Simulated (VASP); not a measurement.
LaB6:

```
La B
1.0
     4.15700    0.00000    0.00000
     0.00000    4.15700    0.00000
     0.00000    0.00000    4.15700
La B
1 6
Direct
  0.00000 0.00000 0.00000
  0.19750 0.50000 0.50000
  0.50000 0.19750 0.50000
  0.80250 0.50000 0.50000
  0.50000 0.80250 0.50000
  0.50000 0.50000 0.19750
  0.50000 0.50000 0.80250
```

- Program: VASP 6.6.1
- Task: relaxation of cell and atoms
- Functional: LDA
- Potentials or basis: VASP PAW LDA potentials, release 64 (La, B)
- Cutoff: 600 eV
- k mesh: 8 × 8 × 8
- Occupations: fermi-dirac, width 0.1 eV
- Spin: no spin polarisation

At the start: pressure -7.8 GPa; volume 10.26 Å³/atom.

Task: Where does the relaxation end?

Result: Over 8 steps the energy falls by 13.9 meV/atom and the volume is 9.84 Å³/atom (-4.1 %); space group Pm-3m (No. 221, to 0.1 Å) before and after.

Step by step:
```
step  energy change (eV)  largest force (eV/Å)  pressure (GPa)  volume (Å³)
   1              0.0000                0.7421           -7.84        71.84
   2              0.1053                1.9801            8.52        66.74
   3             -0.0886                0.2591           -1.94        69.69
   4             -0.0914                0.2625            1.39        68.32
   5             -0.0971                0.0206           -0.14        68.92
   6             -0.0971                0.0266           -0.11        68.91
   7             -0.0970                0.0257            0.22        68.80
   8             -0.0971                0.0045            0.04        68.86
```

Final structure:
```cif
data_structure
_symmetry_space_group_name_H-M 'P 1'
_symmetry_Int_Tables_number 1
_cell_length_a 4.0989
_cell_length_b 4.0989
_cell_length_c 4.0989
_cell_angle_alpha 90.000
_cell_angle_beta 90.000
_cell_angle_gamma 90.000
_cell_volume 68.86
loop_
_atom_site_label
_atom_site_type_symbol
_atom_site_fract_x
_atom_site_fract_y
_atom_site_fract_z
_atom_site_occupancy
La1 La 0.00000 0.00000 0.00000 1
B1 B 0.19982 0.50000 0.50000 1
B2 B 0.50000 0.19982 0.50000 1
B3 B 0.80018 0.50000 0.50000 1
B4 B 0.50000 0.80018 0.50000 1
B5 B 0.50000 0.50000 0.19982 1
B6 B 0.50000 0.50000 0.80018 1
```

Caveat: an odd number of electrons without spin polarisation forces a metal; a magnetic or distorted state may lie lower.
